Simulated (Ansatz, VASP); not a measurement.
## One calculation of La2O, two programs

```
CELL_PARAMETERS angstrom
0.00000 3.19111 3.19111
3.19111 0.00000 3.19111
3.19111 3.19111 0.00000
ATOMIC_POSITIONS crystal
La 0.25000 0.25000 0.25000
La 0.75000 0.75000 0.75000
O 0.00000 0.00000 0.00000
```

Change from the starting cell: species swapped into the TbO2 type (Fm-3m, No. 225).

Alike in both runs: functional PBE; k mesh 12 × 12 × 12; occupations gaussian, width 0.1 eV; no spin polarisation.

Ansatz relaxed the structure, and its values are those at the end. VASP's run is a single point on that final structure, the one shown.

```csv
,VASP,Ansatz
version,VASP 6.6.1,Ansatz 0.2.0
potentials or method,"VASP PAW PBE potentials, release 64 (La, O), cutoff 520 eV","scalar-relativistic, plane waves, PAW"
valence electrons in the cell,28,28
```

```tsv
	VASP	Ansatz	Ansatz less VASP
gap on the k mesh at the Fermi level (eV)	none	none	-
pressure (GPa)	-0.1	0.0	+0.09
```

A gap of «none» marks a metal or a gap that the smearing closes.

Spin-orbit coupling is off throughout.
